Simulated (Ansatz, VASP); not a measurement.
## Co in VASP and in Ansatz

Contents of INCAR:

```
ALGO = Normal
EDIFF = 1E-6
ENCUT = 600
GGA = PS
GGA_COMPAT = False
ISIF = 2
ISMEAR = 0
ISPIN = 2
LASPH = True
LCHARG = False
LMAXMIX = 4
LORBIT = 11
LREAL = False
LWAVE = False
MAGMOM = 3
NBANDS = 14
NELM = 200
PREC = Accurate
SIGMA = 0.1
```

Contents of KPOINTS:

```
k-points
0
Gamma
  8 8 8
```

File POSCAR:

```
Co
1.0
   -1.4023200000      1.4023200000      1.4023200000
    1.4023200000     -1.4023200000      1.4023200000
    1.4023200000      1.4023200000     -1.4023200000
Co
1
Direct
    0.0000000000      0.0000000000      0.0000000000
```

Input for Ansatz:

```yaml
crystal:
  lattice:
    - [-1.40232, 1.40232, 1.40232]
    - [1.40232, -1.40232, 1.40232]
    - [1.40232, 1.40232, -1.40232]
  atoms:
    - { symbol: Co, position: [0.0, 0.0, 0.0], spin: 3.0 }
basis:
  ecutwfc: 420
kpoints:
  mp_grid: { grid: [8, 8, 8] }
hamiltonian:
  xc: pbesol
scf:
  occupations: { method: gaussian, width: 0.1 }
  lower_state_search: "off"
output:
  forces: true
  stress: true
  eigenvalues: true
  populations: true
magnetization:
  spin_polarized: true
```

Alike in both runs: task single point; functional PBEsol; k mesh 8 × 8 × 8; occupations gaussian, width 0.1 eV; collinear spin.

```csv
,VASP,Ansatz
version,VASP 6.6.1,Ansatz 0.2.0
potentials or method,"VASP PAW PBE potentials, release 64 (Co), cutoff 600 eV","scalar-relativistic, plane waves, PAW"
valence electrons in the cell,9,17
```

```csv
,VASP,Ansatz,Ansatz less VASP
gap on the k mesh at the Fermi level (eV),none,none,-
pressure (GPa),-8.8,-8.2,+0.62
net moment per atom (μB),1.81,1.81,+0.001
size of the moment on the site where the two differ most (μB),1.82,1.86,+0.043
```

VASP's potentials were made for PBE, not for PBEsol. Site moments also hang on the region over which each program counts them. A gap of «none» marks a metal or a gap that the smearing closes. VASP's potentials hold 9 valence electrons a cell and Ansatz's 17, so a difference there can come from the potentials and not from the codes.

The k mesh is coarse, so the values compare programs but aren't converged.
